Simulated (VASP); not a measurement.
A run of VASP 6.6.1:

Contents of INCAR:

```
PREC = Accurate
ENCUT = 520
EDIFF = 1E-8
ISMEAR = -1
SIGMA = 0.03
LREAL = False
LASPH = True
NELM = 120
ALGO = Normal
ISIF = 2
LWAVE = False
LCHARG = False
GGA = PE
LEFG = True
NBANDS = 11
GGA_COMPAT = False
```

KPOINTS

```
regular mesh
0
Gamma
  16 16 16
```

File POSCAR:

```
BN
1.0
   -0.0181235317      1.8032914061      1.8032914061
    1.8032914061     -0.0181235317      1.8032914061
    1.8032914061      1.8032914061     -0.0181235317
B N
1 1
Direct
    0.0000000000      0.0000000000      0.0000000000
    0.2500000000      0.2500000000      0.2500000000
```

Potentials or basis: VASP PAW PBE potentials, release 64 (B, N).

Run with:

```bash
$ cat potpaw_PBE.64/B/POTCAR potpaw_PBE.64/N/POTCAR > POTCAR
$ mpirun -np 1 vasp_std > vasp.out
```

Hardware: 1 thread of Intel Xeon 8259CL, on a shared host.

Question: How long does it take, and how much memory?

Answer: Run time: 83 s on 1 thread of Intel Xeon 8259CL, on a shared host, peak memory 0.16 GiB. Counts: scf iterations 13, k points 417.
